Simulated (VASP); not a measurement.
Input of a VASP 6.6.1 run:

File INCAR:

```
SYSTEM = AlAs
PREC     = Accurate       ! precision mode
ENCUT    = 500            ! plane-wave cutoff, eV
EDIFF    = 1E-6           ! SCF threshold, eV
ISMEAR   = -5             ! smearing method
SIGMA    = 0.1            ! smearing width, eV
LREAL    = .False.        ! projectors in reciprocal space
LASPH    = .True.         ! aspherical terms in the spheres
NELM     = 120            ! most SCF steps
ALGO     = Normal         ! electronic algorithm
ISIF     = 2              ! what is computed and relaxed
LWAVE    = .False.        ! write WAVECAR
LCHARG   = .False.        ! write CHGCAR
GGA      = PE             ! functional
NBANDS   = 11             ! bands
GGA_COMPAT= .False.
```

The input KPOINTS:

```
regular mesh
0
Gamma
  8 8 8
  0 0 0
```

Contents of POSCAR:

```
AlAs
1.0
    0.0000000000      2.8028850000      2.8028850000
    2.8028850000      0.0000000000      2.8028850000
    2.8028850000      2.8028850000      0.0000000000
Al As
1 1
Direct
    0.0000000000      0.0000000000      0.0000000000
    0.2500000000      0.2500000000      0.2500000000
```

Potentials or basis: VASP PAW PBE potentials, release 64 (Al, As).

Run with:

```sh
$ cat potpaw_PBE.64/Al/POTCAR potpaw_PBE.64/As/POTCAR > POTCAR
$ mpirun -np 1 vasp_std > vasp.out
```

Problem. Estimate the pressure.

Solution. 5.2 GPa.

Problem. What does it give for the band gap on the k mesh?

Solution. 1.38 eV, indirect (least direct gap 2.30 eV).

A k mesh can miss the band edges. As with any semilocal functional, this PBE gap is likely too small.
